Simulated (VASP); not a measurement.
**Al2Cu3: relaxation of cell and atoms with PBE**

Al2Cu3:

```
Al Cu
1.0
     2.14277    1.23713    4.37391
    -2.14277    1.23713    4.37391
     0.00000   -2.47426    4.37391
Al Cu
2 3
Direct
  0.90000 0.90000 0.90000
  0.10000 0.10000 0.10000
  0.30000 0.30000 0.30000
  0.70000 0.70000 0.70000
  0.50000 0.50000 0.50000
```

- Program: VASP 6.6.1
- Task: relaxation of cell and atoms
- Functional: PBE
- Potentials or basis: VASP PAW PBE potentials, release 64 (Al, Cu)
- Cutoff: 600 eV
- k mesh: 6 × 6 × 6
- Occupations: gaussian, width 0.1 eV
- Spin: no spin polarisation
- Dipole correction: no
- Further INCAR settings: ALGO = Fast; EDIFF = 1e-06; IBRION = 2; EDIFFG = -0.04; NSW = 90; ISIF = 3

```
Relaxed volume                        : 13.06 Å³/atom
Relaxed cell                          : a = 4.958 Å, b = 4.958 Å, c = 4.958 Å, α = 49.75°, β = 49.75°, γ = 49.75°
Space group after relaxing (to 0.1 Å) : R-3m (No. 166)
Energy gained by relaxing             : 25.6 meV/atom
Ionic steps                           : 8
Pressure after relaxing               : -0.1 GPa
Largest force after relaxing          : 0.036 eV/Å
Band gap on the k mesh                : zero (an odd number of electrons rules out a gap without spin polarisation)
```

Forces in eV/Å, atoms in the order of the input:
```
Al   0.000  0.000 -0.003
Al   0.000  0.000  0.003
Cu   0.000  0.000  0.036
Cu   0.000  0.000 -0.036
Cu   0.000  0.000  0.000
```

Stress tensor (GPa, compression positive):
```
-0.18  0.00  0.00
 0.00 -0.18  0.00
 0.00  0.00 -0.08
```

Step by step:
```tsv
step	energy change (eV)	largest force (eV/Å)	pressure (GPa)	volume (Å³)
1	0.0000	0.4360	-7.44	69.57
2	-0.0996	0.1865	4.21	63.26
3	-0.1198	0.2745	0.15	65.09
4	-0.1199	0.2673	0.56	64.93
5	-0.1265	0.1027	0.24	65.10
6	-0.1271	0.0538	0.09	65.18
7	-0.1280	0.0426	-0.03	65.26
8	-0.1281	0.0363	-0.15	65.30
```

Final structure:
```
Al Cu
1.0
     2.08556    1.20410    4.33389
    -2.08556    1.20410    4.33389
     0.00000   -2.40819    4.33389
Al Cu
2 3
Direct
  0.89708 0.89708 0.89708
  0.10292 0.10292 0.10292
  0.30075 0.30075 0.30075
  0.69925 0.69925 0.69925
  0.50000 0.50000 0.50000
```

Levels at points of the mesh, in eV from the Fermi level:
```csv
k point,band 17,band 18,band 19,band 20,band 21,band 22
"(0.00, 0.00, 0.00)",-2.31,-0.76,1.62,1.62,1.82,1.82
"(0.50, 0.00, 0.00)",-3.12,-2.96,-0.08,0.14,0.29,1.01
"(0.50, 0.50, 0.00)",-3.01,-3.01,-2.59,-2.10,0.45,5.08
"(0.50, 0.50, 0.50)",-2.99,0.87,0.87,1.60,1.65,1.65
```

It took 16 min on 1 thread of Intel(R) Xeon(R) Platinum 8375C CPU @ 2.90GHz (Ice Lake), on a shared host, peak memory 0.28 GiB.
